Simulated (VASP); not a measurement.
# Nb (Fm-3m) in VASP: a series of runs, part 2 of 2

VASP 6.6.1.

### 3 Single point, PBE (volume scaled by 0.9)

INCAR reads:

```
SYSTEM = Nb
ALGO = Normal
EDIFF = 1E-6
ENCUT = 520
GGA = PE
ISIF = 2
ISMEAR = -1
LASPH = .True.
LCHARG = .False.
LREAL = .False.
LWAVE = .False.
NBANDS = 12
NELM = 80
PREC = Accurate
SIGMA = 0.08
```

KPOINTS reads:

```
k-points
0
Gamma
  17 17 17
  0 0 0
```

POSCAR reads:

```
Nb
1.0
    0.0000000000      2.0367325644      2.0367325644
    2.0367325644      0.0000000000      2.0367325644
    2.0367325644      2.0367325644      0.0000000000
Nb
1
Direct
    0.0000000000      0.0000000000      0.0000000000
```

Potentials or basis: VASP PAW PBE potentials, release 64 (Nb_sv).

Launch:

```sh
$ cat potpaw_PBE.64/Nb_sv/POTCAR > POTCAR
$ mpirun -np 1 vasp_std > vasp.out
```

OUTCAR:

```text
SYSTEM = Nb
   EDIFF = 1E-6
   ENCUT = 520
   GGA = PE
   ISIF = 2
   ISMEAR = -1
   LASPH = .True.
   LREAL = .False.
   NELM = 80
   PREC = Accurate

 ion  position               nearest neighbor table
   1  0.000  0.000  0.000-

  LATTYP: Found a face centered cubic cell.
 ALAT       =     4.0734651288

  Lattice vectors:

 A1 = (   0.0000000000,   2.0367325644,   2.0367325644)
 A2 = (   2.0367325644,   0.0000000000,   2.0367325644)
 A3 = (   2.0367325644,   2.0367325644,   0.0000000000)

Analysis of symmetry for initial positions (statically):
=====================================================================
 Subroutine PRICEL returns:
 Original cell was already a primitive cell.

 Routine SETGRP: Setting up the symmetry group for a
 face centered cubic supercell.

 Subroutine GETGRP returns: Found 48 space group operations
 (whereof 48 operations were pure point group operations)
 out of a pool of 48 trial point group operations.

The static configuration has the point symmetry O_h .

Analysis of symmetry for dynamics (positions and initial velocities):
=====================================================================
 Subroutine PRICEL returns:
 Original cell was already a primitive cell.

 Routine SETGRP: Setting up the symmetry group for a
 face centered cubic supercell.

 Subroutine GETGRP returns: Found 48 space group operations
 (whereof 48 operations were pure point group operations)
 out of a pool of 48 trial point group operations.

The dynamic configuration has the point symmetry O_h .

 Subroutine INISYM returns: Found 48 space group operations
 (whereof 48 operations are pure point group operations),
 and found     1 'primitive' translations

----------------------------------------------------------------------------------------

                                     Primitive cell

  volume of cell :      16.8979

  direct lattice vectors                    reciprocal lattice vectors
     0.000000000  2.036732564  2.036732564    -0.245491239  0.245491239  0.245491239
     2.036732564  0.000000000  2.036732564     0.245491239 -0.245491239  0.245491239
     2.036732564  2.036732564  0.000000000     0.245491239  0.245491239 -0.245491239

  length of vectors
     2.880374816  2.880374816  2.880374816     0.425203298  0.425203298  0.425203298

  position of ions in fractional coordinates (direct lattice)
     0.000000000  0.000000000  0.000000000

  ion indices of the primitive-cell ions
   primitive index   ion index
                 1           1

----------------------------------------------------------------------------------------

 KPOINTS: k-points

Automatic generation of k-mesh.
 Grid dimensions read from file:
 generate k-points for:   17   17   17

 Generating k-lattice:

  Cartesian coordinates                     Fractional coordinates (reciprocal lattice)
    -0.014440661  0.014440661  0.014440661     0.058823529  0.000000000  0.000000000
     0.014440661 -0.014440661  0.014440661     0.000000000  0.058823529  0.000000000
     0.014440661  0.014440661 -0.014440661     0.000000000  0.000000000  0.058823529

  Length of vectors
     0.025011959  0.025011959  0.025011959

  Shift w.r.t. Gamma in fractional coordinates (k-lattice)
     0.000000000  0.000000000  0.000000000

 Subroutine IBZKPT returns following result:
 ===========================================

 Found    165 irreducible k-points:

 Following reciprocal coordinates:
            Coordinates               Weight
  0.000000  0.000000  0.000000      1.000000
  0.058824  0.000000  0.000000      8.000000
  0.117647  0.000000  0.000000      8.000000
  0.176471  0.000000  0.000000      8.000000
  0.235294  0.000000  0.000000      8.000000
  0.294118  0.000000  0.000000      8.000000
[... 16 lines left out ...]
 -0.176471  0.058824  0.000000     24.000000
 -0.117647  0.058824  0.000000     24.000000
 [... further k-points ...]
   k-points           NKPTS =    165   k-points in BZ     NKDIM =    165   number of bands    NBANDS=     12
   number of dos      NEDOS =    301   number of ions     NIONS =      1
   total plane-waves  NPLWV =  13824
   dimension x,y,z NGX =    24 NGY =   24 NGZ =   24
   dimension x,y,z NGXF=    48 NGYF=   48 NGZF=   48
   ions per type =               1
   NGX,Y,Z   is equivalent  to a cutoff of  13.85, 13.85, 13.85 a.u.
   NGXF,Y,Z  is equivalent  to a cutoff of  27.70, 27.70, 27.70 a.u.
 SYSTEM =  Nb
   PREC   = accura    normal or accurate (medium, high low for compatibility)
   ISTART =      0    job   : 0-new  1-cont  2-samecut
   ICHARG =      2    charge: 1-file 2-atom 10-const
   ISPIN  =      1    spin polarized calculation?
   LNONCOLLINEAR =      F non collinear calculations
   LSORBIT =      F    spin-orbit coupling
   LASPH  =      T    aspherical Exc in radial PAW
   ENCUT  =  520.0 eV  38.22 Ry    6.18 a.u.   5.36  5.36  5.36*2*pi/ulx,y,z
   NELM   =     80;   NELMIN=  2; NELMDL= -5     # of ELM steps
   EDIFF  = 0.1E-05   stopping-criterion for ELM
   LREAL  =      F    real-space projection
   EDIFFG = 0.1E-04   stopping-criterion for IOM
   NSW    =      0    number of steps for IOM
   IBRION =     -1    ionic relax: 0-MD 1-quasi-New 2-CG
   NFREE  =      0    steps in history (QN), initial steepest desc. (CG)
   ISIF   =      2    stress and relaxation
   ISYM   =      2    0-nonsym 1-usesym 2-fastsym
   POTIM  = 0.5000    time-step for ionic-motion
   TEBEG  =    0.0;   TEEND  =   0.0 temperature during run
   PSTRESS=    0.0 pullay stress
   NELECT =      13.0000    total number of electrons
   NUPDOWN=      -1.0000    fix difference up-down
   EMIN   =  10.00;   EMAX   =-10.00  energy-range for DOS
   EFERMI =   0.00;   METHOD = LEGACY
   ISMEAR =    -1;   SIGMA  =   0.08  broadening in eV -4-tet -1-fermi 0-gaus
   EFERMI_NEDOS =   21; number of points for ismear=-14 and -15
   IALGO  =     38    algorithm
   IMIX   =      4    mixing-type and parameters
     AMIX     =   0.40;   BMIX     =  1.00
     AMIX_MAG =   1.60;   BMIX_MAG =  1.00
  volume/ion in A,a.u.               =      16.90       114.03
  Fermi-wavevector in a.u.,A,eV,Ry     =   1.500071  2.834724 30.616025  2.250214
  Thomas-Fermi vector in A             =   2.611619
   LORBIT       =      0    0 simple, 1 ext, 2 COOP (PROOUT), +10 PAW based schemes
   GGA     = PE    functional components
   LHFCALC =     F    Hartree Fock is set to
   AEXX    =    0.0000 exact exchange contribution
   IVDW    =     0    specifies the selected vdW correction
   LEPSILON=     F    determine dielectric tensor
   LRPA    =     F    only Hartree local field effects (RPA)
 non-spin polarized calculation
  energy-cutoff  :      520.00
  volume of cell :       16.90
 maximum number of plane-waves:       469
 NGX is ok and might be reduce to    24
   NGX = 11   NGY = 11   NGZ = 11

 number of electron      12.9999999 magnetization

 Free energy of the ion-electron system (eV)
  ---------------------------------------------------
  ext. energy  EPLUGINS =         0.00000000
  ---------------------------------------------------
  free energy    TOTEN  =        -9.79982687 eV

  energy without entropy =       -9.76906305  energy(sigma->0) =       -9.78444496

 E-fermi :  12.5015     XC(G=0): -12.8353

 val. band max:       12.4955601471   @ k =  -0.1765   0.1765   0.0000
 cond. band min:      12.5054281687   @ k =   0.3529   0.0588   0.0000
 fundamental gap:      0.0098680215
 Fermi energy:        12.5014997967

 k-point     1 :       0.0000    0.0000    0.0000
  band No.  band energies     occupation
      1     -42.2060      2.00000
      2     -17.3619      2.00000
      3     -17.3619      2.00000
      4     -17.3619      2.00000
      5       6.0372      2.00000
      6      12.5119      0.93526
      7      12.5119      0.93526
      8      12.5119      0.93526
      9      15.5110      0.00000
     10      15.5110      0.00000
     11      24.4064      0.00000
     12      29.6607      0.00000

 k-point     2 :       0.0588    0.0000    0.0000
  band No.  band energies     occupation
      1     -42.1963      2.00000
      2     -17.4225      2.00000
      3     -17.3691      2.00000
      4     -17.3691      2.00000
      5       6.1839      2.00000
      6      12.3938      1.58690
      7      12.5802      0.54437
      8      12.5802      0.54437
      9      15.4443      0.00000
     10      15.4443      0.00000
     11      24.7080      0.00000
     12      29.0676      0.00000
[... 316 lines left out ...]
 k-point    24 :      -0.1176    0.0588    0.0000
  band No.  band energies     occupation
      1     -42.1477      2.00000
      2     -17.6962      2.00000
      3     -17.4454      2.00000
      4     -17.3873      2.00000
      5       6.9040      2.00000
      6      11.8737      1.99922
      7      12.8790      0.01769
      8      12.9022      0.01327
      9      14.9137      0.00000
     10      15.5343      0.00000
     11      26.0575      0.00000
     12      27.6402      0.00000

 [... further k-points ...]
[... 5 lines left out ...]
  --------------------------------------------------------------------------------------
  -------------------------------------------------------------------------------------
  Total        2.1479305      2.1479305      2.1479305     -0.0000000     -0.0000000      0.0000000
  in kB      203.6567395    203.6567395    203.6567395     -0.0000000     -0.0000000      0.0000000
  external PRESSURE =     203.6567395 kB  Pullay stress =       0.0000000 kB

 VOLUME and BASIS-vectors are now :
 -----------------------------------------------------------------------------
  energy-cutoff  :      520.00
  volume of cell :       16.90
      direct lattice vectors                 reciprocal lattice vectors
     0.000000000  2.036732564  2.036732564    -0.245491239  0.245491239  0.245491239
     2.036732564  0.000000000  2.036732564     0.245491239 -0.245491239  0.245491239
     2.036732564  2.036732564  0.000000000     0.245491239  0.245491239 -0.245491239

 POSITION                                       TOTAL-FORCE (eV/Angst)
 -----------------------------------------------------------------------------------
      0.00000      0.00000      0.00000        -0.000000     -0.000000      0.000000
 -----------------------------------------------------------------------------------
    total drift:                                0.000000      0.000000     -0.000000

  FREE ENERGIE OF THE ION-ELECTRON SYSTEM (eV)
  ---------------------------------------------------
  free  energy   TOTEN  =        -9.7998268722 eV

  energy  without entropy=       -9.7690630469  energy(sigma->0) =       -9.78444496
```

Wall time 43 s (1 thread of Intel Xeon 8259CL, shared host); peak memory 0.16 GiB.

What came out:

* Free energy: -9.7998 eV
* Pressure: 20.4 GPa

Levels at points of the mesh, in eV from the Fermi level:
```
           k point  band 4  band 5  band 6  band 7  band 8  band 9
(0.00, 0.00, 0.00)  -29.86   -6.46    0.01    0.01    0.01    3.01
```
